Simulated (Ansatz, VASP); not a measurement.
ZnSi3N in VASP and in Ansatz

INCAR

```
PREC     = Accurate       # precision mode
ENCUT    = 520            # plane-wave cutoff, eV
EDIFF    = 1E-6           # SCF threshold, eV
ISMEAR   = 0              # smearing method
SIGMA    = 0.2            # smearing width, eV
LREAL    = F              # projectors in reciprocal space
LASPH    = T              # aspherical terms in the spheres
NELM     = 80             # most SCF steps
ALGO     = Normal         # electronic algorithm
ISIF     = 2              # what is computed and relaxed
LWAVE    = F              # write WAVECAR
LCHARG   = F              # write CHGCAR
GGA      = PE             # functional
NBANDS   = 40             # bands
```

The input KPOINTS:

```
regular mesh
0
Gamma
  6 4 4
```

File POSCAR:

```
ZnSi3N
1.0
    0.0000000000      0.0000000000      3.2644569467
    2.5617770222     -5.1019617622      0.0000000000
    7.6853310666      5.1019617622      0.0000000000
Zn Si N
2 6 2
Direct
    0.0000000000      0.0000000000      0.0000000000
    0.0000000000      0.5000000000      0.5000000000
    0.0000000000      0.6457258636      0.1180913788
    0.0000000000      0.1457258636      0.6180913788
    0.0000000000      0.8542741364      0.3819086212
    0.0000000000      0.3542741364      0.8819086212
    0.0000000000      0.2500000000      0.2500000000
    0.0000000000      0.7500000000      0.7500000000
    0.5000000000      0.2500000000      0.2500000000
    0.5000000000      0.7500000000      0.7500000000
```

Input for Ansatz:

```yaml
crystal:
  lattice:
    - [0.0, 0.0, 3.2644569467]
    - [2.5617770222, -5.1019617622, 0.0]
    - [7.6853310666, 5.1019617622, 0.0]
  atoms:
    - { symbol: Zn, position: [0.0, 0.0, 0.0] }
    - { symbol: Zn, position: [0.0, 0.5, 0.5] }
    - { symbol: Si, position: [0.0, 0.6457258636, 0.1180913788] }
    - { symbol: Si, position: [0.0, 0.1457258636, 0.6180913788] }
    - { symbol: Si, position: [0.0, 0.8542741364, 0.3819086212] }
    - { symbol: Si, position: [0.0, 0.3542741364, 0.8819086212] }
    - { symbol: Si, position: [0.0, 0.25, 0.25] }
    - { symbol: Si, position: [0.0, 0.75, 0.75] }
    - { symbol: "N", position: [0.5, 0.25, 0.25] }
    - { symbol: "N", position: [0.5, 0.75, 0.75] }
basis:
  ecutwfc: 420
kpoints:
  mp_grid: { grid: [6, 4, 4] }
hamiltonian:
  xc: pbe
scf:
  occupations: { method: gaussian, width: 0.2 }
  lower_state_search: "off"
output:
  forces: true
  stress: true
  eigenvalues: true
```

Alike in both runs: task single point; functional PBE; k mesh 6 × 4 × 4; occupations gaussian, width 0.2 eV; no spin polarisation.

|  | VASP | Ansatz |
| --- | --- | --- |
| version | VASP 6.6.1 | Ansatz 0.2.0 |
| potentials or method | VASP PAW PBE potentials, release 64 (Zn, Si, N), cutoff 520 eV | scalar-relativistic, plane waves, PAW |
| valence electrons in the cell | 58 | 58 |

VASP gave:

* gap on the k mesh at the Fermi level (eV): none
* pressure (GPa): 0.2
* traceless stress, the component that is largest in VASP (GPa): -0.94
* rms of the force components (eV/Å): 0.023

Problem. Which values does Ansatz return?

Solution. gap on the k mesh at the Fermi level (eV): none; pressure (GPa): 0.2; traceless stress, the component that is largest in VASP (GPa): -0.90; rms of the force components (eV/Å): 0.027.

Atom by atom the forces differ by 0.006 eV/Å (rms over components). A gap of «none» marks a metal or a gap that the smearing closes. With one functional, cell and mesh, what is left measures potentials, basis and numerics.
